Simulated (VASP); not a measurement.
# Rb (Immm) in VASP: notebook, part 2 of 2

VASP 6.6.1.

### Step 4. Single point, PBE (strain +0.0450 x Voigt [0, 1, 0, 0, 0, 0])

INCAR reads:

```
SYSTEM = Rb
PREC = Accurate
ENCUT = 520
EDIFF = 1E-6
ISMEAR = 0
SIGMA = 0.15
LREAL = .FALSE.
LASPH = .TRUE.
NELM = 60
ALGO = Fast
ISIF = 2
LWAVE = .FALSE.
LCHARG = .TRUE.
GGA = PE
LELF = .TRUE.
LVHAR = .TRUE.
NBANDS = 10
```

KPOINTS reads:

```
Automatic mesh
0
G
  12 12 12
  0 0 0
```

POSCAR reads:

```
Rb
1.0
   -2.9545118615      3.0874648953      2.7308451955
    2.9545118615     -3.0874648953      2.7308451955
    2.9545118615      3.0874648953     -2.7308451955
Rb
1
Direct
    0.0000000000      0.0000000000      0.0000000000
```

Potentials or basis: VASP PAW PBE potentials, release 64 (Rb_sv).

Command:

```
cat potpaw_PBE.64/Rb_sv/POTCAR > POTCAR
mpirun -np 1 vasp_std > vasp.out
```

OUTCAR:

```text
SYSTEM = Rb
   PREC = Accurate
   ENCUT = 520
   EDIFF = 1E-6
   ISMEAR = 0
   LREAL = .FALSE.
   LASPH = .TRUE.
   NELM = 60
   ISIF = 2
   GGA = PE

 ion  position               nearest neighbor table
   1  0.000  0.000  0.000-

  LATTYP: Found a body centered orthorhombic cell.
 ALAT       =     5.4616903910
 B/A-ratio  =     1.0819038246
 C/A-ratio  =     1.1305894968

  Lattice vectors:

 A1 = (   2.9545118615,  -3.0874648953,   2.7308451955)
 A2 = (  -2.9545118615,  -3.0874648953,  -2.7308451955)
 A3 = (   2.9545118615,   3.0874648953,  -2.7308451955)

Analysis of symmetry for initial positions (statically):
=====================================================================
 Subroutine PRICEL returns:
 Original cell was already a primitive cell.

 Routine SETGRP: Setting up the symmetry group for a
 body centered orthorhombic supercell.

 Subroutine GETGRP returns: Found  8 space group operations
 (whereof  8 operations were pure point group operations)
 out of a pool of  8 trial point group operations.

The static configuration has the point symmetry D_2h.

Analysis of symmetry for dynamics (positions and initial velocities):
=====================================================================
 Subroutine PRICEL returns:
 Original cell was already a primitive cell.

 Routine SETGRP: Setting up the symmetry group for a
 body centered orthorhombic supercell.

 Subroutine GETGRP returns: Found  8 space group operations
 (whereof  8 operations were pure point group operations)
 out of a pool of  8 trial point group operations.

The dynamic configuration has the point symmetry D_2h.

 Subroutine INISYM returns: Found  8 space group operations
 (whereof  8 operations are pure point group operations),
 and found     1 'primitive' translations

----------------------------------------------------------------------------------------

                                     Primitive cell

  volume of cell :      99.6426
[... 112 lines left out ...]
   GGA     = PE    functional components
   LHFCALC =     F    Hartree Fock is set to
   AEXX    =    0.0000 exact exchange contribution
   IVDW    =     0    specifies the selected vdW correction
   LEPSILON=     F    determine dielectric tensor
   LRPA    =     F    only Hartree local field effects (RPA)
 non-spin polarized calculation
 RMM-DIIS sequential band-by-band and
 Gauss-broadening in eV      SIGMA  =   0.15
  energy-cutoff  :      520.00
  volume of cell :       99.64
 maximum number of plane-waves:      2717
 NGX is ok and might be reduce to    40
   NGX = 19   NGY = 19   NGZ = 19

 number of electron       9.0000000 magnetization

 Free energy of the ion-electron system (eV)
  ---------------------------------------------------
  ext. energy  EPLUGINS =         0.00000000
  ---------------------------------------------------
  free energy    TOTEN  =        -0.93413523 eV

  energy without entropy =       -0.92330040  energy(sigma->0) =       -0.92871781

 E-fermi :  -0.1842     XC(G=0):  -5.2527

 val. band max:       -0.1897491106   @ k =  -0.4167  -0.0833   0.0833
 cond. band min:      -0.1654587528   @ k =  -0.4167   0.4167   0.1667
 fundamental gap:      0.0242903577
 Fermi energy:        -0.1842233592

 k-point     1 :       0.0000    0.0000    0.0000
  band No.  band energies     occupation
      1     -29.1361      2.00000
      2     -13.1860      2.00000
      3     -13.1858      2.00000
      4     -13.1850      2.00000
      5      -2.0352      2.00000
      6       3.1095      0.00000
      7       3.5207      0.00000
      8       3.7024      0.00000
      9       3.9229      0.00000
     10       4.6320      0.00000
[... 287 lines left out ...]
 k-point    24 :       0.3333    0.1667    0.0000
  band No.  band energies     occupation
      1     -29.1333      2.00000
      2     -13.2476      2.00000
      3     -13.2117      2.00000
      4     -13.1941      2.00000
      5      -0.0605      0.24336
      6       1.0617      0.00000
      7       2.0246      0.00000
      8       3.6217      0.00000
      9       4.2557      0.00000
     10       5.1089      0.00000

 [... further k-points ...]

------------------------ aborting loop because EDIFF is reached ----------------------------------------

  FORCE on cell =-STRESS in cart. coord.  units (eV):
  Direction    XX          YY          ZZ          XY          YZ          ZX
  --------------------------------------------------------------------------------------
  -------------------------------------------------------------------------------------
  Total       -0.1413616     -0.1375336     -0.1071577      0.0000000      0.0000000     -0.0000000
  in kB       -2.2729878     -2.2114371     -1.7230160      0.0000000      0.0000000     -0.0000000
  external PRESSURE =      -2.0691470 kB  Pullay stress =       0.0000000 kB

 VOLUME and BASIS-vectors are now :
 -----------------------------------------------------------------------------
  energy-cutoff  :      520.00
  volume of cell :       99.64
      direct lattice vectors                 reciprocal lattice vectors
    -2.954511861  3.087464895  2.730845196     0.000000000  0.161945161  0.183093498
     2.954511861 -3.087464895  2.730845196     0.169232693  0.000000000  0.183093498
     2.954511861  3.087464895 -2.730845196     0.169232693  0.161945161  0.000000000

 POSITION                                       TOTAL-FORCE (eV/Angst)
 -----------------------------------------------------------------------------------
      0.00000      0.00000      0.00000         0.000000      0.000000      0.000000
 -----------------------------------------------------------------------------------
    total drift:                               -0.000000     -0.000000     -0.000000

  FREE ENERGIE OF THE ION-ELECTRON SYSTEM (eV)
  ---------------------------------------------------
  free  energy   TOTEN  =        -0.9341352277 eV

  energy  without entropy=       -0.9233003963  energy(sigma->0) =       -0.92871781
```

OSZICAR:

```text
N       E                     dE             d eps       ncg     rms          rms(c)
DAV:   1     0.444579852007E+02    0.44458E+02   -0.31976E+03  5600   0.647E+02
DAV:   2     0.207042355367E+01   -0.42388E+02   -0.41351E+02  6322   0.122E+02
DAV:   3    -0.803450101202E+00   -0.28739E+01   -0.28673E+01  7300   0.332E+01
DAV:   4    -0.929614690445E+00   -0.12616E+00   -0.12589E+00  8074   0.600E+00
DAV:   5    -0.931982321738E+00   -0.23676E-02   -0.23673E-02  7542   0.745E-01    0.108E+00
RMM:   6    -0.932869960301E+00   -0.88764E-03   -0.13166E-03  6234   0.238E-01    0.655E-01
RMM:   7    -0.934006651606E+00   -0.11367E-02   -0.31657E-03  6468   0.354E-01    0.474E-02
RMM:   8    -0.934130985135E+00   -0.12433E-03   -0.19541E-04  7428   0.945E-02    0.767E-03
RMM:   9    -0.934133944707E+00   -0.29596E-05   -0.43278E-05  9188   0.330E-02    0.551E-03
RMM:  10    -0.934135016084E+00   -0.10714E-05   -0.92154E-06  8873   0.145E-02    0.350E-03
RMM:  11    -0.934135227659E+00   -0.21157E-06   -0.26291E-06  7617   0.727E-03
   1 F= -.93413523E+00 E0= -.92871781E+00  d E =-.108348E-01
```

stdout:

```text
POSCAR found type information on POSCAR Rb
 POSCAR found :  1 types and       1 ions
 scaLAPACK will be used
 LDA part: xc-table for (Slater+PW92), standard interpolation
 POSCAR, INCAR and KPOINTS ok, starting setup
 FFT: planning ... GRIDC
 FFT: planning ... GRID_SOFT
 FFT: planning ... GRID
 WAVECAR not read
 entering main loop
WARNING in EDDRMM: call to ZHEGV failed, returncode =   8  4      5
WARNING in EDDRMM: call to ZHEGV failed, returncode =   6  3      9
WARNING in EDDRMM: call to ZHEGV failed, returncode =   8  4      9
```

Wall time 5.8 min (1 thread of AMD EPYC 9755, shared host); peak memory 0.38 GiB.

Results:

* Free energy: -0.9341 eV
* Pressure: -0.2 GPa
* Band gap on the k mesh: zero (an odd number of electrons rules out a gap without spin polarisation)

Caveat: the cell differs from its parent crystal (strain +0.0450 x Voigt [0, 1, 0, 0, 0, 0]).

### Step 5. The runs side by side

| cell | further INCAR settings | gap on the mesh (eV) | pressure (GPa) |
| --- | --- | --- | --- |
| a = 5.085 Å, angles 109.0, 104.6, 115.0°, 1 atom | ALGO = Fast; EDIFF = 1e-06; NBANDS = 10 | none | -0.2 |
| a = 5.099 Å, angles 109.2, 104.2, 115.2°, 1 atom | ALGO = Fast; EDIFF = 1e-07; NBANDS = 10 | none | -0.2 |
| a = 5.071 Å, angles 108.7, 105.0, 114.8°, 1 atom | ALGO = Fast; EDIFF = 1e-06; NBANDS = 10 | none | -0.2 |

Alike in all rows: task single point; level PBE; potentials or basis VASP PAW PBE potentials, release 64 (Rb_sv); no spin polarisation; k mesh 12 × 12 × 12; cutoff (eV) 520; smearing gaussian 0.15 eV.

Total energies depend on the potentials used, so only differences within one code and one set of settings carry meaning.

The gap in the log of VASP goes by the Fermi energy; the results here count the filled bands.